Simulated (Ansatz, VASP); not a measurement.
One calculation of Al, two programs

File INCAR:

```
SYSTEM = Al
ALGO = Normal ; EDIFF = 1E-6
ENCUT = 520 ; GGA = PS
ISIF = 2 ; ISMEAR = 0
IVDW = 12 ; LASPH = .TRUE.
LCHARG = .TRUE. ; LELF = .TRUE.
LREAL = .FALSE. ; LVHAR = .TRUE.
LWAVE = .FALSE. ; NBANDS = 14
NELM = 80 ; PREC = Accurate
SIGMA = 0.15
```

File KPOINTS:

```
k-points
0
G
  18 18 6
  0 0 0
```

Contents of POSCAR:

```
Al
1.0
    2.8573247153      0.0000000000      0.0000000000
   -1.4286623576      2.4745157903      0.0000000000
    0.0000000000      0.0000000000      8.6551222950
Al
4
Direct
    0.0000000000      0.0000000000      0.0000000000
    0.3333333333      0.6666666667      0.2500000000
    0.0000000000      0.0000000000      0.5000000000
    0.6666666667      0.3333333333      0.7500000000
```

Input for Ansatz:

```yaml
crystal:
  lattice:
    - [2.8573247153, 0.0, 0.0]
    - [-1.4286623576, 2.4745157903, 0.0]
    - [0.0, 0.0, 8.655122295]
  atoms:
    - { symbol: Al, position: [0.0, 0.0, 0.0] }
    - { symbol: Al, position: [0.3333333333, 0.6666666667, 0.25] }
    - { symbol: Al, position: [0.0, 0.0, 0.5] }
    - { symbol: Al, position: [0.6666666667, 0.3333333333, 0.75] }
basis:
  ecutwfc: 420
kpoints:
  mp_grid: { grid: [18, 18, 6] }
hamiltonian:
  xc: pbesol
  pseudopotentials: { kind: paw, azcp: { folder: soft_1 } }
  dispersion: d3bj
scf:
  occupations: { method: gaussian, width: 0.15 }
output:
  forces: true
  stress: true
  eigenvalues: true
```

Alike in both runs: task single point; functional PBEsol; dispersion D3(BJ); k mesh 18 × 18 × 6; occupations gaussian, width 0.15 eV; no spin polarisation.

|  | VASP | Ansatz |
| --- | --- | --- |
| version | VASP 6.6.1 | Ansatz 0.2.0 |
| potentials or method | VASP PAW PBE potentials, release 64 (Al), cutoff 520 eV | scalar-relativistic, plane waves, PAW |
| valence electrons in the cell | 12 | 12 |

```tsv
	VASP	Ansatz	Ansatz less VASP
gap on the k mesh at the Fermi level (eV)	none	none	-
pressure (GPa)	2.7	2.6	-0.12
traceless stress, the component that is largest in VASP (GPa)	5.12	5.08	-0.039
```

VASP's potentials were made for PBE, not for PBEsol, and Ansatz warns of the same on its side. A gap of «none» marks a metal or a gap that the smearing closes.
